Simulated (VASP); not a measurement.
Wanted: the native input for a VASP 6.6.1 run.

```yaml
Task: single point
Functional: LDA
Potentials_or_basis: VASP PAW LDA potentials, release 64 (Re)
Cutoff: 600 eV
k_mesh: 13 × 13 × 7
Occupations: fermi-dirac, width 0.1 eV
Spin: no spin polarisation
Dipole_correction: no
Further_INCAR_settings: ALGO = Normal; EDIFF = 1e-06; NBANDS = 14
```

The structure of Re lies in POSCAR:

```
Re
1.0
    2.7391880258      0.0000000000      0.0000000000
   -1.3695940129      2.3722064161      0.0000000000
    0.0000000000      0.0000000000      4.4118668232
Re
2
Direct
    0.3333333333      0.6666666667      0.2500000000
    0.6666666667      0.3333333333      0.7500000000
```

The input as run:

INCAR

```
ALGO = Normal
EDIFF = 1E-6
ENCUT = 600
GGA = CA
GGA_COMPAT = F
ISIF = 2
ISMEAR = -1
LASPH = T
LCHARG = F
LREAL = F
LWAVE = F
NBANDS = 14
NELM = 120
PREC = Accurate
SIGMA = 0.1
```

KPOINTS

```
k-points
0
Gamma
  13 13 7
```

Potentials or basis: VASP PAW LDA potentials, release 64 (Re).

The run is started by

```console
$ cat potpaw_LDA.64/Re/POTCAR > POTCAR
$ mpirun -np 1 vasp_std > vasp.out
```

Results of the run:

- Pressure: 1.7 GPa
- Band gap on the k mesh: zero (band 7 reaches 9.55 eV, above the bottom of band 8 at 6.50 eV)

Caveat: spin-orbit coupling is left out, which moves the levels of the heavy elements.

Run time: 24 s on 1 thread of Intel Xeon 6975P-C, with other jobs on the host, peak memory 0.16 GiB.
